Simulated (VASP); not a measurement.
# Zn3Se2S (Cmc2_1) in VASP: relaxation of cell and atoms with PBE

Aim: the relaxation of cell and atoms of Zn3Se2S with PBE.

Program: VASP 6.6.1. These are calculated values, not measurements. Logs are shortened: lines on timing, memory, paths and dates and some standing lists are left out, and cuts for length are marked.

## (1) The cell of the first run

Symmetry: Cmc2_1, No. 36, orthorhombic system. The conventional cell has a = 11.639 Å, b = 6.720 Å, c = 6.346 Å, α = 90.00°, β = 90.00°, γ = 90.00°. Zn (site symmetry 1) has 3 Se at 2.36 to 2.44 Å and 1 S at 2.36 Å within 3.1 Å. Zn (site symmetry m) has 2 Se at 2.36 Å and 2 S at 2.36 to 2.44 Å within 3.1 Å. Se (site symmetry 1) has 4 Zn at 2.36 to 2.44 Å within 3.1 Å. S (site symmetry m) has 4 Zn at 2.36 to 2.44 Å within 3.1 Å.

## (2) Relaxation of cell and atoms, PBE

INCAR

```
SYSTEM = Zn3Se2S
PREC = Accurate ; ENCUT = 500
EDIFF = 1E-7 ; ISMEAR = 0
SIGMA = 0.1 ; LREAL = .FALSE.
LASPH = .TRUE. ; NELM = 120
ALGO = Normal ; ISIF = 3
LWAVE = .FALSE. ; LCHARG = .FALSE.
GGA = PE ; IBRION = 2
NSW = 90 ; EDIFFG = -0.04
GGA_COMPAT = .FALSE. ; NELMIN = 4
```

KPOINTS

```
Automatic mesh
0
G
  3 3 4
  0 0 0
```

POSCAR

```
Zn3Se2S
1.0
    5.8196204100     -3.3599594100      0.0000000000
    5.8196204100      3.3599594100      0.0000000000
    0.0000000000      0.0000000000      6.3464556600
Zn Se S
6 4 2
Direct
    0.1666666700      0.5000000000      0.5000000000
    0.8333333300      0.1666666700      0.5000000000
    0.5000000000      0.8333333300      0.5000000000
    0.5000000000      0.1666666700      0.0000000000
    0.1666666700      0.8333333300      0.0000000000
    0.8333333300      0.5000000000      0.0000000000
    0.1666666700      0.5000000000      0.8849999900
    0.5000000000      0.8333333300      0.8849999900
    0.5000000000      0.1666666700      0.3849999900
    0.8333333300      0.5000000000      0.3849999900
    0.8333333300      0.1666666700      0.8849999900
    0.1666666700      0.8333333300      0.3849999900
```

Potentials or basis: VASP PAW PBE potentials, release 64 (Zn, Se, S).

The run is started by

```console
$ cat potpaw_PBE.64/Zn/POTCAR potpaw_PBE.64/Se/POTCAR potpaw_PBE.64/S/POTCAR > POTCAR
$ mpirun -np 1 vasp_std > vasp.out
```

OUTCAR:

```text
SYSTEM = Zn3Se2S
   PREC = Accurate
   ENCUT = 500
   EDIFF = 1E-7
   ISMEAR = 0
   LREAL = .FALSE.
   LASPH = .TRUE.
   NELM = 120
   ISIF = 3
   GGA = PE
   IBRION = 2
   NSW = 90
   EDIFFG = -0.04
   NELMIN = 4

 ion  position               nearest neighbor table
   1  0.167  0.500  0.500-   9 2.36  12 2.36  10 2.36   7 2.44
   2  0.833  0.167  0.500-   9 2.36  10 2.36  12 2.36  11 2.44
   3  0.500  0.833  0.500-  10 2.36  12 2.36   9 2.36   8 2.44
   4  0.500  0.167  0.000-   7 2.36  11 2.36   8 2.36   9 2.44
   5  0.167  0.833  0.000-   7 2.36   8 2.36  11 2.36  12 2.44
   6  0.833  0.500  0.000-   8 2.36  11 2.36   7 2.36  10 2.44
   7  0.167  0.500  0.885-   4 2.36   5 2.36   6 2.36   1 2.44
   8  0.500  0.833  0.885-   6 2.36   5 2.36   4 2.36   3 2.44
   9  0.500  0.167  0.385-   1 2.36   2 2.36   3 2.36   4 2.44
  10  0.833  0.500  0.385-   3 2.36   2 2.36   1 2.36   6 2.44
  11  0.833  0.167  0.885-   4 2.36   6 2.36   5 2.36   2 2.44
  12  0.167  0.833  0.385-   1 2.36   3 2.36   2 2.36   5 2.44

  LATTYP: Found a hexagonal cell.
 ALAT       =     6.7199188204
 C/A-ratio  =     0.9444244536

  Lattice vectors:

 A1 = (  -5.8196204100,  -3.3599594100,   0.0000000000)
 A2 = (   5.8196204100,  -3.3599594100,   0.0000000000)
 A3 = (   0.0000000000,   0.0000000000,   6.3464556600)

Analysis of symmetry for initial positions (statically):
=====================================================================
 Subroutine PRICEL returns:
 Original cell was already a primitive cell.

 Routine SETGRP: Setting up the symmetry group for a
 hexagonal supercell.

 Subroutine GETGRP returns: Found  4 space group operations
 (whereof  2 operations were pure point group operations)
 out of a pool of 24 trial point group operations.

The static configuration has the point symmetry C_1h.
 The point group associated with its full space group is C_2v.

Analysis of symmetry for dynamics (positions and initial velocities):
=====================================================================
 Subroutine PRICEL returns:
 Original cell was already a primitive cell.

 Routine SETGRP: Setting up the symmetry group for a
 hexagonal supercell.

 Subroutine GETGRP returns: Found  4 space group operations
 (whereof  2 operations were pure point group operations)
 out of a pool of 24 trial point group operations.

The dynamic configuration has the point symmetry C_1h.
 The point group associated with its full space group is C_2v.

 Subroutine INISYM returns: Found  4 space group operations
 (whereof  2 operations are pure point group operations),
 and found     1 'primitive' translations

----------------------------------------------------------------------------------------

                                     Primitive cell

  volume of cell :     248.1932

  direct lattice vectors                    reciprocal lattice vectors
     5.819620410 -3.359959410  0.000000000     0.085916257 -0.148811322  0.000000000
     5.819620410  3.359959410  0.000000000     0.085916257  0.148811322  0.000000000
     0.000000000  0.000000000  6.346455660     0.000000000  0.000000000  0.157568264

  length of vectors
     6.719918820  6.719918820  6.346455660     0.171832513  0.171832513  0.157568264

  position of ions in fractional coordinates (direct lattice)
     0.166666670  0.500000000  0.500000000
     0.833333330  0.166666670  0.500000000
     0.500000000  0.833333330  0.500000000
     0.500000000  0.166666670  0.000000000
     0.166666670  0.833333330  0.000000000
     0.833333330  0.500000000  0.000000000
     0.166666670  0.500000000  0.884999990
     0.500000000  0.833333330  0.884999990
     0.500000000  0.166666670  0.384999990
     0.833333330  0.500000000  0.384999990
     0.833333330  0.166666670  0.884999990
     0.166666670  0.833333330  0.384999990

  ion indices of the primitive-cell ions
   primitive index   ion index
                 1           1
                 2           2
                 3           3
                 4           4
                 5           5
                 6           6
                 7           7
                 8           8
                 9           9
                10          10
                11          11
                12          12

----------------------------------------------------------------------------------------

 KPOINTS: Automatic mesh

Automatic generation of k-mesh.
 Grid dimensions read from file:
 generate k-points for:    3    3    4

 Generating k-lattice:

  Cartesian coordinates                     Fractional coordinates (reciprocal lattice)
     0.028638752 -0.049603774  0.000000000     0.333333333  0.000000000  0.000000000
     0.028638752  0.049603774  0.000000000     0.000000000  0.333333333  0.000000000
     0.000000000  0.000000000  0.039392066     0.000000000  0.000000000  0.250000000

  Length of vectors
     0.057277504  0.057277504  0.039392066

  Shift w.r.t. Gamma in fractional coordinates (k-lattice)
     0.000000000  0.000000000  0.000000000

 Subroutine IBZKPT returns following result:
 ===========================================

 Found     12 irreducible k-points:

 Following reciprocal coordinates:
            Coordinates               Weight
  0.000000  0.000000  0.000000      1.000000
  0.333333  0.000000  0.000000      4.000000
  0.333333  0.333333  0.000000      2.000000
 -0.333333  0.333333  0.000000      2.000000
  0.000000  0.000000  0.250000      2.000000
  0.333333  0.000000  0.250000      8.000000
  0.333333  0.333333  0.250000      4.000000
 -0.333333  0.333333  0.250000      4.000000
  0.000000  0.000000  0.500000      1.000000
  0.333333  0.000000  0.500000      4.000000
  0.333333  0.333333  0.500000      2.000000
 -0.333333  0.333333  0.500000      2.000000
   k-points           NKPTS =     12   k-points in BZ     NKDIM =     12   number of bands    NBANDS=     64
   number of dos      NEDOS =    301   number of ions     NIONS =     12
   total plane-waves  NPLWV = 120000
   dimension x,y,z NGX =    50 NGY =   50 NGZ =   48
   dimension x,y,z NGXF=   100 NGYF=  100 NGZF=   96
   ions per type =               6   4   2
   NGX,Y,Z   is equivalent  to a cutoff of  12.37, 12.37, 12.57 a.u.
   NGXF,Y,Z  is equivalent  to a cutoff of  24.74, 24.74, 25.15 a.u.
 SYSTEM =  Zn3Se2S
   PREC   = accura    normal or accurate (medium, high low for compatibility)
   ISTART =      0    job   : 0-new  1-cont  2-samecut
   ICHARG =      2    charge: 1-file 2-atom 10-const
   ISPIN  =      1    spin polarized calculation?
   LNONCOLLINEAR =      F non collinear calculations
   LSORBIT =      F    spin-orbit coupling
   LASPH  =      T    aspherical Exc in radial PAW
   ENCUT  =  500.0 eV  36.75 Ry    6.06 a.u.  12.25 12.25 11.57*2*pi/ulx,y,z
   NELM   =    120;   NELMIN=  4; NELMDL= -5     # of ELM steps
   EDIFF  = 0.1E-06   stopping-criterion for ELM
   LREAL  =      F    real-space projection
   EDIFFG = -.4E-01   stopping-criterion for IOM
   NSW    =     90    number of steps for IOM
   IBRION =      2    ionic relax: 0-MD 1-quasi-New 2-CG
   NFREE  =      1    steps in history (QN), initial steepest desc. (CG)
   ISIF   =      3    stress and relaxation
   ISYM   =      2    0-nonsym 1-usesym 2-fastsym
   POTIM  = 0.5000    time-step for ionic-motion
   TEBEG  =    0.0;   TEEND  =   0.0 temperature during run
   PSTRESS=    0.0 pullay stress
   NELECT =     108.0000    total number of electrons
   NUPDOWN=      -1.0000    fix difference up-down
   EMIN   =  10.00;   EMAX   =-10.00  energy-range for DOS
   EFERMI =   0.00;   METHOD = LEGACY
   ISMEAR =     0;   SIGMA  =   0.10  broadening in eV -4-tet -1-fermi 0-gaus
   EFERMI_NEDOS =   21; number of points for ismear=-14 and -15
   IALGO  =     38    algorithm
   IMIX   =      4    mixing-type and parameters
     AMIX     =   0.40;   BMIX     =  1.00
     AMIX_MAG =   1.60;   BMIX_MAG =  1.00
  volume/ion in A,a.u.               =      20.68       139.57
  Fermi-wavevector in a.u.,A,eV,Ry     =   1.240565  2.344327 20.939379  1.539001
  Thomas-Fermi vector in A             =   2.375000
   LORBIT       =      0    0 simple, 1 ext, 2 COOP (PROOUT), +10 PAW based schemes
   GGA     = PE    functional components
   LHFCALC =     F    Hartree Fock is set to
   AEXX    =    0.0000 exact exchange contribution
   IVDW    =     0    specifies the selected vdW correction
   LEPSILON=     F    determine dielectric tensor
   LRPA    =     F    only Hartree local field effects (RPA)
 conjugate gradient relaxation of ions
 non-spin polarized calculation
 Gauss-broadening in eV      SIGMA  =   0.10
  energy-cutoff  :      500.00
  volume of cell :      248.19
 maximum number of plane-waves:      6335
 NGX is ok and might be reduce to    50
   NGX = 25   NGY = 25   NGZ = 23

--------------------------------------- Ionic step        1  -------------------------------------------

 number of electron     108.0000037 magnetization

 Free energy of the ion-electron system (eV)
  ---------------------------------------------------
  ext. energy  EPLUGINS =         0.00000000
  ---------------------------------------------------
  free energy    TOTEN  =       -37.04740783 eV

  energy without entropy =      -37.04740783  energy(sigma->0) =      -37.04740783

------------------------ aborting loop because EDIFF is reached ----------------------------------------

  FORCE on cell =-STRESS in cart. coord.  units (eV):
  Direction    XX          YY          ZZ          XY          YZ          ZX
  --------------------------------------------------------------------------------------
  -------------------------------------------------------------------------------------
  Total       11.3833736     11.3930746      7.4030970      0.0000000      0.0000000      0.0000000
  in kB       73.4838054     73.5464285     47.7896762      0.0000000      0.0000000      0.0000000
  external PRESSURE =      64.9399700 kB  Pullay stress =       0.0000000 kB
[... 353 lines left out ...]
  energy  without entropy=      -37.7175689919  energy(sigma->0) =      -37.71756899

--------------------------------------- Ionic step        9  -------------------------------------------

 number of electron     108.0000010 magnetization

 Free energy of the ion-electron system (eV)
  ---------------------------------------------------
  ext. energy  EPLUGINS =         0.00000000
  ---------------------------------------------------
  free energy    TOTEN  =       -37.71872737 eV

  energy without entropy =      -37.71872737  energy(sigma->0) =      -37.71872737

 E-fermi :   1.9832     XC(G=0):  -9.2723

 val. band max:        1.5181464481   @ k =   0.0000   0.0000   0.0000
 cond. band min:       2.9790670442   @ k =   0.0000   0.0000   0.0000
 fundamental gap:      1.4609205961
 Fermi energy:         1.9831531680

 k-point     1 :       0.0000    0.0000    0.0000
  band No.  band energies     occupation
      1     -11.5302      2.00000
      2     -10.7710      2.00000
      3     -10.5998      2.00000
      4     -10.5743      2.00000
      5     -10.4938      2.00000
      6     -10.4937      2.00000
[... 832 lines left out ...]
  FREE ENERGIE OF THE ION-ELECTRON SYSTEM (eV)
  ---------------------------------------------------
  free  energy   TOTEN  =       -37.7187273724 eV

  energy  without entropy=      -37.7187273724  energy(sigma->0) =      -37.71872737

 reached required accuracy - stopping structural energy minimisation
```

Run time: 46 min. Hardware: 1 thread of Intel Xeon 8259CL, shared host; peak memory 0.45 GiB.

Results:

```yaml
Free_energy: -37.7187 eV
Relaxed_volume: 22.42 Å³/atom
Relaxed_cell: a = 6.898 Å, b = 6.898 Å, c = 6.532 Å, α = 90.00°, β = 90.00°, γ = 59.97°
Space_group_after_relaxing_to_0.1_Å: Cmc2_1 (No. 36)
Energy_gained_by_relaxing: 55.9 meV/atom
Ionic_steps: 9
Pressure_after_relaxing: 0.0 GPa
Largest_force_after_relaxing: 0.025 eV/Å
Band_gap_on_the_k_mesh: 1.46 eV
```

Forces in eV/Å, atoms in the order of the input:
```
Zn  -0.007 -0.002 -0.011
Zn   0.000  0.015  0.020
Zn   0.007 -0.002 -0.011
Zn  -0.007  0.002 -0.011
Zn   0.000 -0.015  0.020
Zn   0.007  0.002 -0.011
Se   0.000 -0.002 -0.010
Se   0.000 -0.002 -0.010
Se   0.000  0.002 -0.010
Se   0.000  0.002 -0.010
S    0.000  0.006  0.021
S    0.000 -0.006  0.021
```

Step by step:
```csv
step,energy change (eV),largest force (eV/Å),pressure (GPa),volume (Å³)
1,0.0000,1.0529,6.49,248.19
2,-0.5233,0.3892,-1.97,279.52
3,-0.5618,0.5041,-0.50,272.27
4,-0.6168,0.3575,-0.28,271.03
5,-0.6654,0.1381,0.25,268.18
6,-0.6657,0.1362,0.20,268.41
7,-0.6700,0.0531,-0.11,269.73
8,-0.6702,0.0414,-0.18,270.04
9,-0.6713,0.0251,0.04,269.09
```

Final structure:
```
CELL_PARAMETERS angstrom
5.97508 -3.44740 0.00000
5.97508 3.44740 0.00000
0.00000 0.00000 6.53186
ATOMIC_POSITIONS crystal
Zn 0.16663 0.51254 0.50049
Zn 0.84544 0.15456 0.51480
Zn 0.48746 0.83337 0.50049
Zn 0.51254 0.16663 0.00049
Zn 0.15456 0.84544 0.01480
Zn 0.83337 0.48746 0.00049
Se 0.16655 0.50337 0.88024
Se 0.49663 0.83345 0.88024
Se 0.50337 0.16655 0.38024
Se 0.83345 0.49663 0.38024
S 0.83710 0.16290 0.87874
S 0.16290 0.83710 0.37874
```

Levels at points of the mesh, in eV from the valence-band top:
| k point | band 52 | band 53 | band 54 | band 55 | band 56 | band 57 |
| --- | --- | --- | --- | --- | --- | --- |
| (0.00, 0.00, 0.00) | -0.07 | -0.01 | 0.00 | 1.46 | 2.51 | 4.09 |
| (0.00, 0.00, 0.50) | -0.44 | -0.43 | -0.43 | 2.95 | 2.95 | 3.90 |
